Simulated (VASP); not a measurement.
# Al: single point with LDA

The system is Al, a slab with vacuum.

```
CELL_PARAMETERS angstrom
2.81684 0.00000 0.00000
0.00000 2.81684 0.00000
0.00000 0.00000 26.95086
ATOMIC_POSITIONS crystal
Al 0.50000 0.50000 0.27828
Al 0.00000 0.00000 0.35219
Al 0.50000 0.50000 0.42609
Al 0.00000 0.00000 0.50000
Al 0.50000 0.50000 0.57391
Al 0.00000 0.00000 0.64781
Al 0.50000 0.50000 0.72172
```

```yaml
Program: VASP 6.6.1
Task: single point
Functional: LDA
Potentials_or_basis: VASP PAW LDA potentials, release 64 (Al)
Cutoff: 520 eV
k_mesh: 12 × 12 × 1
Occupations: gaussian, width 0.1 eV
Spin: no spin polarisation
```

- Largest force: 0.145 eV/Å
- Band gap on the k mesh: zero (an odd number of electrons rules out a gap without spin polarisation)

Forces on the atoms (eV/Å):
```
Al   0.000  0.000 -0.120
Al   0.000  0.000  0.145
Al   0.000  0.000 -0.038
Al   0.000  0.000  0.000
Al   0.000  0.000  0.038
Al   0.000  0.000 -0.145
Al   0.000  0.000  0.120
```

Levels at points of the mesh, in eV from the Fermi level:
```
           k point  band 7  band 8  band 9  band 10  band 11  band 12  band 13  band 14
(0.00, 0.00, 0.00)   -3.64   -2.35    0.28     2.20     3.57     4.54     4.75     5.45
(0.50, 0.00, 0.00)   -4.30   -4.18   -2.93    -2.77    -1.35    -1.05     0.48     1.13
(0.50, 0.50, 0.00)   -1.50   -1.46   -1.05    -0.91    -0.56    -0.56    -0.41     0.10
```

Wall time 110 s on 1 thread of AMD EPYC 9R45 96-Core Processor (Zen 5) (shared host), peak memory 0.26 GiB.
